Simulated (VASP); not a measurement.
# Na2Zr (Fd-3m) in VASP: notebook, part 3 of 3

VASP 6.6.1. Earlier steps stand in the parts before.

## Step 5: Single point, PBE

This run uses another cell than the first one, of 25.99 Å³/atom.

Contents of INCAR:

```
SYSTEM = Na2Zr
  PREC = Accurate
  ENCUT = 520
  EDIFF = 1E-6
  ISMEAR = 0
  SIGMA = 0.1
  LREAL = .False.
  LASPH = .True.
  NELM = 60
  ALGO = Fast
  ISIF = 2
  LWAVE = .False.
  LCHARG = .True.
  GGA = PE
  LELF = .True.
  LVHAR = .True.
  NBANDS = 35
```

Contents of KPOINTS:

```
Automatic mesh
0
Gamma
  8 8 8
  0 0 0
```

Contents of POSCAR:

```
Na2Zr
1.0
    0.0000000000      4.2722465288      4.2722465288
    4.2722465288      0.0000000000      4.2722465288
    4.2722465288      4.2722465288      0.0000000000
Na Zr
4 2
Direct
    0.1250000000      0.1250000000      0.1250000000
    0.6250000000      0.1250000000      0.1250000000
    0.1250000000      0.1250000000      0.6250000000
    0.1250000000      0.6250000000      0.1250000000
    0.5000000000      0.5000000000      0.5000000000
    0.7500000000      0.7500000000      0.7500000000
```

Potentials or basis: VASP PAW PBE potentials, release 64 (Na_pv, Zr_sv).

On the command line:

```
$ cat potpaw_PBE.64/Na_pv/POTCAR potpaw_PBE.64/Zr_sv/POTCAR > POTCAR
$ mpirun -np 1 vasp_std > vasp.out
```

OUTCAR:

```text
SYSTEM = Na2Zr
   PREC = Accurate
   ENCUT = 520
   EDIFF = 1E-6
   ISMEAR = 0
   LREAL = .False.
   LASPH = .True.
   NELM = 60
   ISIF = 2
   GGA = PE

 ion  position               nearest neighbor table
   1  0.125  0.125  0.125-
   2  0.625  0.125  0.125-
   3  0.125  0.125  0.625-
   4  0.125  0.625  0.125-
   5  0.500  0.500  0.500-   6 3.70   6 3.70   6 3.70   6 3.70
   6  0.750  0.750  0.750-   5 3.70   5 3.70   5 3.70   5 3.70

  LATTYP: Found a face centered cubic cell.
 ALAT       =     8.5444930576

  Lattice vectors:

 A1 = (   0.0000000000,   4.2722465288,   4.2722465288)
 A2 = (   4.2722465288,   0.0000000000,   4.2722465288)
 A3 = (   4.2722465288,   4.2722465288,   0.0000000000)

Analysis of symmetry for initial positions (statically):
=====================================================================
 Subroutine PRICEL returns:
 Original cell was already a primitive cell.

 Routine SETGRP: Setting up the symmetry group for a
 face centered cubic supercell.

 Subroutine GETGRP returns: Found 48 space group operations
 (whereof 24 operations were pure point group operations)
 out of a pool of 48 trial point group operations.

The static configuration has the point symmetry T_d .
 The point group associated with its full space group is O_h .

Analysis of symmetry for dynamics (positions and initial velocities):
=====================================================================
 Subroutine PRICEL returns:
 Original cell was already a primitive cell.

 Routine SETGRP: Setting up the symmetry group for a
 face centered cubic supercell.

 Subroutine GETGRP returns: Found 48 space group operations
 (whereof 24 operations were pure point group operations)
 out of a pool of 48 trial point group operations.

The dynamic configuration has the point symmetry T_d .
 The point group associated with its full space group is O_h .

 Subroutine INISYM returns: Found 48 space group operations
 (whereof 24 operations are pure point group operations),
 and found     1 'primitive' translations

----------------------------------------------------------------------------------------

                                     Primitive cell

  volume of cell :     155.9549

  direct lattice vectors                    reciprocal lattice vectors
     0.000000000  4.272246529  4.272246529    -0.117034445  0.117034445  0.117034445
     4.272246529  0.000000000  4.272246529     0.117034445 -0.117034445  0.117034445
     4.272246529  4.272246529  0.000000000     0.117034445  0.117034445 -0.117034445

  length of vectors
     6.041868983  6.041868983  6.041868983     0.202709604  0.202709604  0.202709604

  position of ions in fractional coordinates (direct lattice)
     0.125000000  0.125000000  0.125000000
     0.625000000  0.125000000  0.125000000
     0.125000000  0.125000000  0.625000000
     0.125000000  0.625000000  0.125000000
     0.500000000  0.500000000  0.500000000
     0.750000000  0.750000000  0.750000000

  ion indices of the primitive-cell ions
   primitive index   ion index
                 1           1
[... 21 lines left out ...]
  Length of vectors
     0.025338701  0.025338701  0.025338701

  Shift w.r.t. Gamma in fractional coordinates (k-lattice)
     0.000000000  0.000000000  0.000000000

 Subroutine IBZKPT returns following result:
 ===========================================

 Found     29 irreducible k-points:

 Following reciprocal coordinates:
            Coordinates               Weight
  0.000000  0.000000  0.000000      1.000000
  0.125000  0.000000  0.000000      8.000000
  0.250000  0.000000  0.000000      8.000000
  0.375000  0.000000  0.000000      8.000000
  0.500000  0.000000  0.000000      4.000000
  0.125000  0.125000  0.000000      6.000000
[... 16 lines left out ...]
  0.500000  0.250000  0.125000     48.000000
 -0.375000  0.250000  0.125000     24.000000
 [... further k-points ...]
   k-points           NKPTS =     29   k-points in BZ     NKDIM =     29   number of bands    NBANDS=     35
   number of dos      NEDOS =    301   number of ions     NIONS =      6
   total plane-waves  NPLWV = 110592
   dimension x,y,z NGX =    48 NGY =   48 NGZ =   48
   dimension x,y,z NGXF=    96 NGYF=   96 NGZF=   96
   ions per type =               4   2
   NGX,Y,Z   is equivalent  to a cutoff of  13.21, 13.21, 13.21 a.u.
   NGXF,Y,Z  is equivalent  to a cutoff of  26.42, 26.42, 26.42 a.u.
 SYSTEM =  Na2Zr
   PREC   = accura    normal or accurate (medium, high low for compatibility)
   ISTART =      0    job   : 0-new  1-cont  2-samecut
   ICHARG =      2    charge: 1-file 2-atom 10-const
   ISPIN  =      1    spin polarized calculation?
   LNONCOLLINEAR =      F non collinear calculations
   LSORBIT =      F    spin-orbit coupling
   LASPH  =      T    aspherical Exc in radial PAW
   ENCUT  =  520.0 eV  38.22 Ry    6.18 a.u.  11.23 11.23 11.23*2*pi/ulx,y,z
   NELM   =     60;   NELMIN=  2; NELMDL= -5     # of ELM steps
   EDIFF  = 0.1E-05   stopping-criterion for ELM
   LREAL  =      F    real-space projection
   EDIFFG = 0.1E-04   stopping-criterion for IOM
   NSW    =      0    number of steps for IOM
   IBRION =     -1    ionic relax: 0-MD 1-quasi-New 2-CG
   NFREE  =      0    steps in history (QN), initial steepest desc. (CG)
   ISIF   =      2    stress and relaxation
   ISYM   =      2    0-nonsym 1-usesym 2-fastsym
   POTIM  = 0.5000    time-step for ionic-motion
   TEBEG  =    0.0;   TEEND  =   0.0 temperature during run
   PSTRESS=    0.0 pullay stress
   NELECT =      52.0000    total number of electrons
   NUPDOWN=      -1.0000    fix difference up-down
   EMIN   =  10.00;   EMAX   =-10.00  energy-range for DOS
   EFERMI =   0.00;   METHOD = LEGACY
   ISMEAR =     0;   SIGMA  =   0.10  broadening in eV -4-tet -1-fermi 0-gaus
   EFERMI_NEDOS =   21; number of points for ismear=-14 and -15
   IALGO  =     68    algorithm
   IMIX   =      4    mixing-type and parameters
     AMIX     =   0.40;   BMIX     =  1.00
     AMIX_MAG =   1.60;   BMIX_MAG =  1.00
  volume/ion in A,a.u.               =      25.99       175.41
  Fermi-wavevector in a.u.,A,eV,Ry     =   1.135210  2.145236 17.533860  1.288702
  Thomas-Fermi vector in A             =   2.271915
   LORBIT       =      0    0 simple, 1 ext, 2 COOP (PROOUT), +10 PAW based schemes
   GGA     = PE    functional components
   LHFCALC =     F    Hartree Fock is set to
   AEXX    =    0.0000 exact exchange contribution
   IVDW    =     0    specifies the selected vdW correction
   LEPSILON=     F    determine dielectric tensor
   LRPA    =     F    only Hartree local field effects (RPA)
 non-spin polarized calculation
 RMM-DIIS sequential band-by-band and
 Gauss-broadening in eV      SIGMA  =   0.10
  energy-cutoff  :      520.00
  volume of cell :      155.95
 maximum number of plane-waves:      4279
 NGX is ok and might be reduce to    48
   NGX = 23   NGY = 23   NGZ = 23

 number of electron      51.9999994 magnetization

 Free energy of the ion-electron system (eV)
  ---------------------------------------------------
  ext. energy  EPLUGINS =         0.00000000
  ---------------------------------------------------
  free energy    TOTEN  =       -17.61574086 eV

  energy without entropy =      -17.51889632  energy(sigma->0) =      -17.56731859

 E-fermi :   3.4084     XC(G=0):  -8.6587

 val. band max:        3.4053168523   @ k =  -0.3750   0.2500   0.1250
 cond. band min:       3.4193377994   @ k =  -0.2500   0.1250   0.0000
 fundamental gap:      0.0140209471
 Fermi energy:         3.4084454715

 k-point     1 :       0.0000    0.0000    0.0000
  band No.  band energies     occupation
      1     -46.1356      2.00000
      2     -46.1220      2.00000
      3     -24.1260      2.00000
      4     -24.1260      2.00000
      5     -24.1260      2.00000
      6     -24.0653      2.00000
[... 901 lines left out ...]
     34       5.5315      0.00000
     35       6.5175      0.00000

 [... further k-points ...]
[... 5 lines left out ...]
  --------------------------------------------------------------------------------------
  -------------------------------------------------------------------------------------
  Total        0.0176632      0.0176632      0.0176632      0.0000000      0.0000000      0.0000000
  in kB        0.1814600      0.1814600      0.1814600      0.0000000      0.0000000      0.0000000
  external PRESSURE =       0.1814600 kB  Pullay stress =       0.0000000 kB

 VOLUME and BASIS-vectors are now :
 -----------------------------------------------------------------------------
  energy-cutoff  :      520.00
  volume of cell :      155.95
      direct lattice vectors                 reciprocal lattice vectors
     0.000000000  4.272246529  4.272246529    -0.117034445  0.117034445  0.117034445
     4.272246529  0.000000000  4.272246529     0.117034445 -0.117034445  0.117034445
     4.272246529  4.272246529  0.000000000     0.117034445  0.117034445 -0.117034445

 POSITION                                       TOTAL-FORCE (eV/Angst)
 -----------------------------------------------------------------------------------
      1.06806      1.06806      1.06806        -0.000000      0.000000      0.000000
      1.06806      3.20418      3.20418        -0.000000      0.000000      0.000000
      3.20418      3.20418      1.06806        -0.000000      0.000000      0.000000
      3.20418      1.06806      3.20418        -0.000000     -0.000000      0.000000
      4.27225      4.27225      4.27225        -0.000000     -0.000000     -0.000000
      6.40837      6.40837      6.40837         0.000000      0.000000      0.000000
 -----------------------------------------------------------------------------------
    total drift:                                0.000000      0.000000      0.000000

  FREE ENERGIE OF THE ION-ELECTRON SYSTEM (eV)
  ---------------------------------------------------
  free  energy   TOTEN  =       -17.6157408609 eV

  energy  without entropy=      -17.5188963158  energy(sigma->0) =      -17.56731859
```

Wall time 4.7 min (1 thread of Intel Xeon 6975P-C (Granite Rapids), shared host); peak memory 0.39 GiB.

Results:

```yaml
Free_energy: -17.6157 eV
Pressure: 0.0 GPa
Band_gap_on_the_k_mesh: zero (bands 26 and 27 overlap by 0.28 eV)
```

Levels at points of the mesh, in eV from the Fermi level:
```csv
k point,band 22,band 23,band 24,band 25,band 26,band 27,band 28,band 29,band 30,band 31
"(0.00, 0.00, 0.00)",-0.38,-0.38,-0.30,-0.30,-0.30,0.08,0.08,0.08,1.93,1.96
"(0.50, 0.00, 0.00)",-2.47,-0.63,-0.63,-0.43,-0.06,-0.06,0.62,0.62,0.98,1.44
"(0.50, 0.50, 0.00)",-2.25,-1.31,-1.31,0.05,0.05,0.08,0.08,0.68,0.68,1.53
```

## Step 6: Relaxation of cell and atoms, PBE

This run uses another cell than the first one, of 25.66 Å³/atom.

Contents of INCAR:

```
PREC     = Accurate       # precision mode
ENCUT    = 600            # plane-wave cutoff, eV
EDIFF    = 1E-7           # SCF threshold, eV
ISMEAR   = 0              # smearing method
SIGMA    = 0.1            # smearing width, eV
LREAL    = F              # projectors in reciprocal space
LASPH    = T              # aspherical terms in the spheres
NELM     = 60             # most SCF steps
ALGO     = Fast           # electronic algorithm
ISIF     = 3              # what is computed and relaxed
LWAVE    = F              # write WAVECAR
LCHARG   = F              # write CHGCAR
GGA      = PE             # functional
IBRION   = 2              # ionic algorithm
NSW      = 100            # ionic steps
EDIFFG   = -0.01          # ionic threshold
```

Contents of KPOINTS:

```
regular mesh
0
Gamma
  8 8 8
```

Edit POSCAR of step 5 so:

```diff
@@ -2,5 +2,5 @@
 1.0
-    0.0000000000      4.2722465288      4.2722465288
-    4.2722465288      0.0000000000      4.2722465288
-    4.2722465288      4.2722465288      0.0000000000
+    0.0000000000      4.2541886183      4.2541886183
+    4.2541886183      0.0000000000      4.2541886183
+    4.2541886183      4.2541886183      0.0000000000
 Na Zr
```

Potentials or basis: VASP PAW PBE potentials, release 64 (Na_pv, Zr_sv).

On the command line:

```
$ cat potpaw_PBE.64/Na_pv/POTCAR potpaw_PBE.64/Zr_sv/POTCAR > POTCAR
$ mpirun -np 1 vasp_std > vasp.out
```

Run time: 13 min. Hardware: 1 thread of Intel Xeon 6975P-C (Granite Rapids), shared host; peak memory 0.43 GiB.

It converged, with:

| Item | Value |
| --- | --- |
| Free energy | -17.6148 eV |
| Relaxed volume | 26.03 Å³/atom |
| Relaxed cell | a = 6.045 Å, b = 6.045 Å, c = 6.045 Å, α = 60.00°, β = 60.00°, γ = 60.00° |
| Space group after relaxing (to 0.1 Å) | Fd-3m (No. 227) |
| Energy gained by relaxing | 0.4 meV/atom |
| Ionic steps | 3 |
| Pressure after relaxing | 0.0 GPa |
| Band gap on the k mesh | zero (bands 26 and 27 overlap by 0.28 eV) |

Step by step:
| step | energy change (eV) | largest force (eV/Å) | pressure (GPa) | volume (Å³) |
| --- | --- | --- | --- | --- |
| 1 | 0.0000 | 0.0000 | 0.41 | 153.99 |
| 2 | -0.0022 | 0.0000 | 0.11 | 155.44 |
| 3 | -0.0024 | 0.0000 | -0.03 | 156.18 |

Final structure:
```
Na Zr
1.0
     0.00000    4.27430    4.27430
     4.27430    0.00000    4.27430
     4.27430    4.27430    0.00000
Na Zr
4 2
Direct
  0.12500 0.12500 0.12500
  0.62500 0.12500 0.12500
  0.12500 0.12500 0.62500
  0.12500 0.62500 0.12500
  0.50000 0.50000 0.50000
  0.75000 0.75000 0.75000
```

Levels at points of the mesh, in eV from the Fermi level:
| k point | band 23 | band 24 | band 25 | band 26 | band 27 | band 28 | band 29 | band 30 |
| --- | --- | --- | --- | --- | --- | --- | --- | --- |
| (0.00, 0.00, 0.00) | -0.38 | -0.30 | -0.30 | -0.30 | 0.08 | 0.08 | 0.08 | 1.92 |
| (0.50, 0.00, 0.00) | -0.63 | -0.63 | -0.43 | -0.06 | -0.06 | 0.62 | 0.62 | 0.98 |
| (0.50, 0.50, 0.00) | -1.31 | -1.31 | 0.05 | 0.05 | 0.08 | 0.08 | 0.68 | 0.68 |

## Step 7: Summary

```tsv
task	cell	k mesh	cutoff (eV)	gap on the mesh (eV)	pressure (GPa)	relaxed volume (Å³/atom)
single point	a = 5.480 Å, angles 60.0°, 6 atoms	4 × 4 × 4	520	none	14.5	-
single point	a = 6.016 Å, angles 60.0°, 6 atoms	4 × 4 × 4	520	none	0.4	-
relaxation of cell and atoms	relaxed from a = 5.480 Å, angles 60.0°, 6 atoms	4 × 4 × 4	600	none	0.0	26.01
single point	a = 6.042 Å, angles 60.0°, 6 atoms	8 × 8 × 8	520	none	0.0	-
relaxation of cell and atoms	relaxed from a = 6.016 Å, angles 60.0°, 6 atoms	8 × 8 × 8	600	none	0.0	26.03
```

Alike in all rows: level PBE; potentials or basis VASP PAW PBE potentials, release 64 (Na_pv, Zr_sv); no spin polarisation; smearing gaussian 0.1 eV.

Caveats: the cell stands under pressure (at least some runs); the volume moved by over 15 % at a fixed basis, so the end points are rough (at least some runs).

Total energies depend on the potentials used, so only differences within one code and one set of settings carry meaning.
